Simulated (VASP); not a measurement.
Here is a VASP 6.6.1 calculation.

The input INCAR:

```
SYSTEM = Al2Cu
PREC = Accurate
ENCUT = 520
EDIFF = 1E-7
ISMEAR = 0
SIGMA = 0.1
LREAL = .False.
LASPH = .True.
NELM = 80
ALGO = Normal
ISIF = 2
LWAVE = .False.
LCHARG = .False.
GGA = PE
NBANDS = 16
```

File KPOINTS:

```
Automatic mesh
0
Gamma
  10 10 14
  0 0 0
```

POSCAR

```
Al2Cu
1.0
    4.1051820000      0.0000000000      0.0000000000
    0.0000000000      4.1051820000      0.0000000000
    0.0000000000      0.0000000000      2.8913130000
Al Cu
2 1
Direct
    0.5000000000      0.0000000000      0.5000000000
    0.0000000000      0.5000000000      0.5000000000
    0.0000000000      0.0000000000      0.0000000000
```

Potentials or basis: VASP PAW PBE potentials, release 64 (Al, Cu).

Command:

```sh
$ cat potpaw_PBE.64/Al/POTCAR potpaw_PBE.64/Cu/POTCAR > POTCAR
$ mpirun -np 1 vasp_std > vasp.out
```

(1) Estimate the pressure.

Results:

(1) 0.7 GPa.
